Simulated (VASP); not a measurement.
# Mg12B (a cell with a defect) in VASP: a series of runs, part 2 of 2

VASP 6.6.1.

### Step 3. Single point, PBE

Contents of INCAR:

```
PREC = Accurate
ENCUT = 520
EDIFF = 1E-7
ISMEAR = 0
SIGMA = 0.05
LREAL = F
LASPH = T
NELM = 80
ALGO = Normal
ISIF = 2
LWAVE = F
LCHARG = T
GGA = PE
LELF = T
LVHAR = T
NBANDS = 26
```

Contents of KPOINTS:

```
Automatic mesh
0
Gamma
  4 3 4
```

Contents of POSCAR:

```
Mg12B
1.0
    6.4200000000      0.0000000000      0.0000000000
   -4.8150000000      8.3398250000      0.0000000000
    0.0000000000      0.0000000000      5.2130400000
Mg B
12 1
Direct
   -0.0003112397     -0.0035146682     -0.0053833487
    0.1644118497      0.2166425465      0.5005271501
   -0.0104582941      0.3305884919      0.0041729738
    0.1617782185      0.5599178687      0.4941105159
    0.0059316101      0.6731858185     -0.0139662695
    0.1688627361      0.8900956021      0.4905624887
    0.4981346121     -0.0007218339      0.0078897643
    0.6608312636      0.2161349554      0.5123869657
    0.5052722580      0.3295317990      0.0045130921
    0.6776529002      0.5589815814      0.4944518899
    0.5023831705      0.6727311134     -0.0017516427
    0.6673191467      0.8930616992      0.5033724597
    0.3335802383      0.4447060461      1.2494028205
```

Potentials or basis: VASP PAW PBE potentials, release 64 (Mg, B).

Run with:

```bash
cat potpaw_PBE.64/Mg/POTCAR potpaw_PBE.64/B/POTCAR > POTCAR
mpirun -np 1 vasp_std > vasp.out
```

OUTCAR:

```text
PREC = Accurate
   ENCUT = 520
   EDIFF = 1E-7
   ISMEAR = 0
   LREAL = F
   LASPH = T
   NELM = 80
   ISIF = 2
   GGA = PE

 ion  position               nearest neighbor table
   1  1.000  0.996  0.995-   5 3.13  11 3.16  12 3.16   2 3.16   6 3.17   7 3.19   6 3.20   2 3.21
                             9 3.23  12 3.23   7 3.23   3 3.25
   2  0.164  0.217  0.501-  13 2.31  12 3.15   6 3.16   1 3.16   8 3.19   9 3.21   1 3.21   3 3.22
                             8 3.23   9 3.24   3 3.25  10 3.30   4 3.31
   3  0.990  0.331  0.004-  13 2.30   9 3.10   8 3.15   7 3.17   4 3.19   8 3.22   2 3.22   5 3.25
                             1 3.25   2 3.25   4 3.28  11 3.29   9 3.32
   4  0.162  0.560  0.494-  13 2.30  10 3.10   5 3.14   6 3.16   3 3.19  11 3.20   5 3.21  12 3.23
                            11 3.24   8 3.27   3 3.28   2 3.31  10 3.32
   5  0.006  0.673  0.986-   1 3.13   4 3.14  10 3.15   7 3.15   6 3.15  11 3.19   6 3.19   4 3.21
                            10 3.22  11 3.23   3 3.25   9 3.26
[... 906 lines left out ...]

------------------------ aborting loop because EDIFF is reached ----------------------------------------

  FORCE on cell =-STRESS in cart. coord.  units (eV):
  Direction    XX          YY          ZZ          XY          YZ          ZX
  --------------------------------------------------------------------------------------
  -------------------------------------------------------------------------------------
  Total        1.5780529      0.9228977      1.4665239     -0.5699853      0.0779172      0.0263537
  in kB        9.0583504      5.2976241      8.4181511     -3.2718336      0.4472606      0.1512757
  external PRESSURE =       7.5913752 kB  Pullay stress =       0.0000000 kB

 VOLUME and BASIS-vectors are now :
 -----------------------------------------------------------------------------
  energy-cutoff  :      520.00
  volume of cell :      279.11
      direct lattice vectors                 reciprocal lattice vectors
     6.420000000  0.000000000  0.000000000     0.155763240  0.089929945  0.000000000
    -4.815000000  8.339825000  0.000000000     0.000000000  0.119906593  0.000000000
     0.000000000  0.000000000  5.213040000     0.000000000  0.000000000  0.191826650

 POSITION                                       TOTAL-FORCE (eV/Angst)
 -----------------------------------------------------------------------------------
      1.61992      8.31051      5.18498        -0.000094     -0.002507      0.004983
      0.01239      1.80676      2.60927        -0.000170      0.000788      0.000308
      4.76107      2.75705      0.02175        -0.005013     -0.001387      0.000163
     -1.65739      4.66962      2.57582        -0.002760     -0.000525      0.001070
     -3.20331      5.61425      5.14023        -0.000846      0.002319      0.003500
     -3.20171      7.42324      2.55732        -0.001284      0.001270      0.008234
     -1.61350      8.33381      0.04113        -0.000224      0.000038     -0.010605
      3.20185      1.80253      2.67109         0.001870      0.000921     -0.001380
      1.65715      2.74824      0.02353         0.003015     -0.000524     -0.001684
      1.65904      4.66181      2.57760         0.003670     -0.001008      0.000328
     -0.01390      5.61046      5.20391         0.001967      0.002021     -0.005456
     -0.01590      7.44798      2.62410         0.001579     -0.000903      0.000466
      0.00033      3.70877      1.30015        -0.001711     -0.000504      0.000072
 -----------------------------------------------------------------------------------
    total drift:                               -0.000002      0.000003      0.000013

  FREE ENERGIE OF THE ION-ELECTRON SYSTEM (eV)
  ---------------------------------------------------
  free  energy   TOTEN  =       -23.2758716419 eV

  energy  without entropy=      -23.2656681738  energy(sigma->0) =      -23.27076991
```

OSZICAR:

```text
N       E                     dE             d eps       ncg     rms          rms(c)
DAV:   1     0.305488915047E+02    0.30549E+02   -0.80871E+03  1352   0.752E+02
DAV:   2    -0.224257426337E+02   -0.52975E+02   -0.48949E+02  1626   0.955E+01
DAV:   3    -0.269348288081E+02   -0.45091E+01   -0.43955E+01  1742   0.231E+01
DAV:   4    -0.270263481794E+02   -0.91519E-01   -0.91341E-01  1584   0.351E+00
DAV:   5    -0.270273173019E+02   -0.96912E-03   -0.96899E-03  1720   0.430E-01    0.806E+00
DAV:   6    -0.233632863320E+02    0.36640E+01   -0.16607E+01  1794   0.176E+01    0.291E+00
DAV:   7    -0.233076204688E+02    0.55666E-01   -0.40361E+00  1400   0.743E+00    0.176E+00
DAV:   8    -0.232999048556E+02    0.77156E-02   -0.37776E-01  1560   0.239E+00    0.978E-01
DAV:   9    -0.232776346920E+02    0.22270E-01   -0.35940E-02  1564   0.843E-01    0.184E-01
DAV:  10    -0.232759554780E+02    0.16792E-02   -0.69614E-03  1614   0.368E-01    0.725E-02
DAV:  11    -0.232759228481E+02    0.32630E-04   -0.14137E-03  1578   0.179E-01    0.472E-02
DAV:  12    -0.232758736050E+02    0.49243E-04   -0.29588E-04  1526   0.590E-02    0.107E-02
DAV:  13    -0.232758726336E+02    0.97144E-06   -0.39785E-05  1638   0.261E-02    0.468E-03
DAV:  14    -0.232758713512E+02    0.12824E-05   -0.63310E-06  1578   0.108E-02    0.143E-03
DAV:  15    -0.232758716467E+02   -0.29556E-06   -0.14476E-06  1608   0.480E-03    0.742E-04
DAV:  16    -0.232758716419E+02    0.48432E-08   -0.10171E-07   818   0.126E-03
   1 F= -.23275872E+02 E0= -.23270770E+02  d E =-.102035E-01
```

stdout:

```text
POSCAR found type information on POSCAR MgB
 POSCAR found :  2 types and      13 ions
 scaLAPACK will be used
 LDA part: xc-table for (Slater+PW92), standard interpolation
 POSCAR, INCAR and KPOINTS ok, starting setup
 FFT: planning ... GRIDC
 FFT: planning ... GRID_SOFT
 FFT: planning ... GRID
 WAVECAR not read
 entering main loop
```

Wall time 2 min (1 thread of Intel Xeon 6975P-C (Granite Rapids), shared host); peak memory 0.45 GiB.

What came out:

```
Free energy            : -23.2759 eV
Pressure               : 0.8 GPa
Largest force          : 0.011 eV/Å
Band gap on the k mesh : zero (an odd number of electrons rules out a gap without spin polarisation)
```

Forces on the atoms (eV/Å):
```
Mg   0.000 -0.003  0.005
Mg   0.000  0.001  0.000
Mg  -0.005 -0.001  0.000
Mg  -0.003 -0.001  0.001
Mg  -0.001  0.002  0.004
Mg  -0.001  0.001  0.008
Mg   0.000  0.000 -0.011
Mg   0.002  0.001 -0.001
Mg   0.003 -0.001 -0.002
Mg   0.004 -0.001  0.000
Mg   0.002  0.002 -0.005
Mg   0.002 -0.001  0.000
B   -0.002 -0.001  0.000
```

Stress tensor (GPa, compression positive):
```
 0.91 -0.33  0.02
-0.33  0.53  0.04
 0.02  0.04  0.84
```

### Step 4. Single point, PBE

Contents of INCAR:

```
PREC = Accurate
ENCUT = 520
EDIFF = 1E-6
ISMEAR = 0
SIGMA = 0.05
LREAL = False
LASPH = True
NELM = 80
ALGO = Normal
ISIF = 2
LWAVE = False
LCHARG = False
GGA = PE
NBANDS = 26
```

KPOINTS is that of step 3.

Contents of POSCAR:

```
Mg12B
1.0
    6.4200000000      0.0000000000      0.0000000000
   -4.8150000000      8.3398250000      0.0000000000
    0.0000000000      0.0000000000      5.2130400000
Mg B
12 1
Direct
    0.0000618141     -0.0031416726      0.0044423216
    0.1648486716      0.2170069516      0.4986574053
   -0.0102055992      0.3309730120     -0.0053494698
    0.1623712239      0.5603205103      0.5046255160
    0.0063961592      0.6735967481      0.0120950539
    0.1693805201      0.8904876301      0.5082266777
    0.4985529284     -0.0003366977     -0.0086540675
    0.6615645734      0.2167513107      0.4862675138
    0.5058699239      0.3300155579     -0.0057363841
    0.6778908378      0.5593267245      0.5042882848
    0.5029265310      0.6731828306      0.0007356552
    0.6677586056      0.8933489612      0.4958149180
    0.3339688933      0.4451462711      0.7496953793
```

Run with:

```bash
cat potpaw_PBE.64/Mg/POTCAR potpaw_PBE.64/B/POTCAR > POTCAR
mpirun -np 1 vasp_std > vasp.out
```

Wall time 1.9 min (1 thread of Intel Xeon 6975P-C (Granite Rapids), shared host); peak memory 0.43 GiB.

Results (log left out):

```
Free energy            : -23.2759 eV
Pressure               : 0.8 GPa
Largest force          : 0.009 eV/Å
Band gap on the k mesh : zero (an odd number of electrons rules out a gap without spin polarisation)
```

Forces on the atoms (eV/Å):
```
Mg   0.001 -0.001 -0.005
Mg   0.000  0.001 -0.003
Mg  -0.001 -0.001  0.001
Mg  -0.007  0.000 -0.003
Mg  -0.001  0.002  0.005
Mg  -0.002  0.002 -0.008
Mg  -0.001  0.001  0.006
Mg   0.000 -0.004  0.005
Mg   0.001 -0.003  0.004
Mg   0.007  0.000 -0.002
Mg   0.001  0.002  0.006
Mg   0.001  0.003 -0.001
B   -0.001 -0.002 -0.003
```

Stress tensor (GPa, compression positive):
```
 0.90 -0.33 -0.01
-0.33  0.53 -0.04
-0.01 -0.04  0.84
```

Levels at points of the mesh, in eV from the Fermi level:
| k point | band 11 | band 12 | band 13 | band 14 | band 15 | band 16 |
| --- | --- | --- | --- | --- | --- | --- |
| (0.00, 0.00, 0.00) | -0.74 | -0.47 | -0.14 | 0.05 | 0.51 | 0.67 |
| (0.50, 0.00, 0.00) | -0.53 | -0.31 | -0.31 | -0.16 | 0.02 | 0.23 |
| (0.00, 0.00, 0.50) | -1.61 | -1.35 | -1.02 | -0.70 | -0.21 | 0.77 |
| (0.50, 0.00, 0.50) | -1.17 | -0.78 | -0.51 | 0.26 | 0.47 | 0.71 |
